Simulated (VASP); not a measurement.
A run of VASP 6.6.1:

INCAR

```
SYSTEM = Te
PREC = Accurate
ENCUT = 520
EDIFF = 1E-6
ISMEAR = -1
SIGMA = 0.08
LREAL = .FALSE.
LASPH = .TRUE.
NELM = 100
ALGO = Normal
ISIF = 2
LWAVE = .FALSE.
LCHARG = .FALSE.
NBANDS = 16
```

The input KPOINTS:

```
regular mesh
0
G
  9 9 6
  0 0 0
```

File POSCAR:

```
Te
1.0
    4.4134194641      0.0000000000      0.0000000000
   -2.2067097321      3.8221333735      0.0000000000
    0.0000000000      0.0000000000      5.9250000000
Te
3
Direct
    0.7450000000      0.0000000000      0.3333333333
    0.0000000000      0.7450000000      0.6666666667
    0.2550000000      0.2550000000      0.0000000000
```

Potentials or basis: VASP PAW LDA potentials, release 64 (Te).

Launch:

```console
$ cat potpaw_LDA.64/Te/POTCAR > POTCAR
$ mpirun -np 1 vasp_std > vasp.out
```

Hardware: 1 thread of Intel(R) Xeon(R) Platinum 8259CL CPU @ 2.50GHz (Skylake/Cascade Lake), with other jobs on the host.

Question: Estimate the wall time of this run.

Answer: Run time: 76 s on 1 thread of Intel(R) Xeon(R) Platinum 8259CL CPU @ 2.50GHz (Skylake/Cascade Lake) (shared host), peak memory 0.24 GiB. Counts: scf iterations 13, k points 62.
